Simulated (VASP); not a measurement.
Fe: single point with PBE

The system is Fe.

```
CELL_PARAMETERS angstrom
0.00000 2.14172 2.14172
2.14172 0.00000 2.14172
2.14172 2.14172 0.00000
ATOMIC_POSITIONS crystal
Fe 0.00000 0.00000 0.00000
```

```
Program             : VASP 6.6.1
Task                : single point
Functional          : PBE
Potentials or basis : VASP PAW PBE potentials, release 64 (Fe)
Cutoff              : 520 eV
k mesh              : 8 × 8 × 8
Occupations         : gaussian, width 0.1 eV
Spin                : collinear spin, ferromagnetic start
Starting moments    : [4.0] μB
```

```
Pressure                                              : -25.7 GPa
Net moment                                            : 3.07 μB per cell
Site moments                                          : Fe +3.13 μB
Valence electrons inside the program's atomic spheres : Fe 6.57
```

Levels at points of the mesh, in eV from the Fermi level:
Spin up:
```csv
k point,band 3,band 4,band 5,band 6,band 7,band 8,band 9,band 10
"(0.00, 0.00, 0.00)",-2.71,-2.71,-2.40,-2.40,17.50,18.17,18.17,18.17
"(0.50, 0.00, 0.00)",-2.84,-1.91,-1.91,-0.11,2.26,15.68,15.68,16.38
"(0.50, 0.50, 0.00)",-2.05,-1.75,-1.75,1.56,4.75,9.59,9.59,13.21
```
Spin down:
```
           k point  band 1  band 2  band 3  band 4  band 5  band 6  band 7
(0.00, 0.00, 0.00)   -6.19    0.08    0.08    0.08    1.03    1.03   16.89
(0.50, 0.00, 0.00)   -2.15   -0.13    0.17    0.17    1.35    1.35    4.01
(0.50, 0.50, 0.00)   -1.56   -1.14    1.35    1.35    1.48    1.62    6.24
```

Wall time 11 s on 1 thread of Intel(R) Xeon(R) Platinum 8488C (Sapphire Rapids), with other jobs on the host, peak memory 0.14 GiB.
